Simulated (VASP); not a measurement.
Wanted: the native input for a VASP 6.6.1 run.

- Task: single point
- Functional: PBE
- Potentials or basis: VASP PAW PBE potentials, release 64 (Ti_sv, Si)
- Cutoff: 520 eV
- k mesh: 5 × 5 × 1
- Occupations: gaussian, width 0.1 eV
- Spin: no spin polarisation
- Dipole correction: yes
- Further INCAR settings: ALGO = Normal; EDIFF = 1e-06; NBANDS = 86

The structure of Ti12Si lies in POSCAR:

```
Ti12Si
1.0
    5.8150893847      0.0000000000      0.0000000000
    0.0000000000      5.8150893847      0.0000000000
    0.0000000000      0.0000000000     19.3059825436
Ti Si
12 1
Direct
    0.2500000000      0.2500000000      0.2071896621
    0.2500000000      0.7500000000      0.2071896621
    0.7500000000      0.2500000000      0.2071896621
    0.7500000000      0.7500000000      0.2071896621
    0.0000000000      0.0000000000      0.3057583574
    0.0000000000      0.5000000000      0.3057583574
    0.5000000000      0.0000000000      0.3057583574
    0.5000000000      0.5000000000      0.3057583574
    0.2500000000      0.2500000000      0.4043297214
    0.2500000000      0.7500000000      0.4043297214
    0.7500000000      0.2500000000      0.4043297214
    0.7500000000      0.7500000000      0.4043297214
    0.2500000000      0.3333333333      0.5257077853
```

One way to write it, as run:

INCAR

```
PREC = Accurate
ENCUT = 520
EDIFF = 1E-6
ISMEAR = 0
SIGMA = 0.1
LREAL = False
LASPH = True
NELM = 100
ALGO = Normal
ISIF = 2
LWAVE = False
LCHARG = False
LDIPOL = True
IDIPOL = 3
DIPOL = 0.5 0.5 0.323
GGA = PE
NBANDS = 86
```

KPOINTS

```
Automatic mesh
0
Gamma
  5 5 1
```

Potentials or basis: VASP PAW PBE potentials, release 64 (Ti_sv, Si).

The run is started by

```sh
$ cat potpaw_PBE.64/Ti_sv/POTCAR potpaw_PBE.64/Si/POTCAR > POTCAR
$ mpirun -np 1 vasp_std > vasp.out
```

It gave:

- Largest force: 0.888 eV/Å
- Band gap on the k mesh: zero (bands 74 and 75 overlap by 0.20 eV)

Run time: 20 min on 1 thread of Intel(R) Xeon(R) 6975P-C (Granite Rapids) (shared host), peak memory 0.83 GiB.
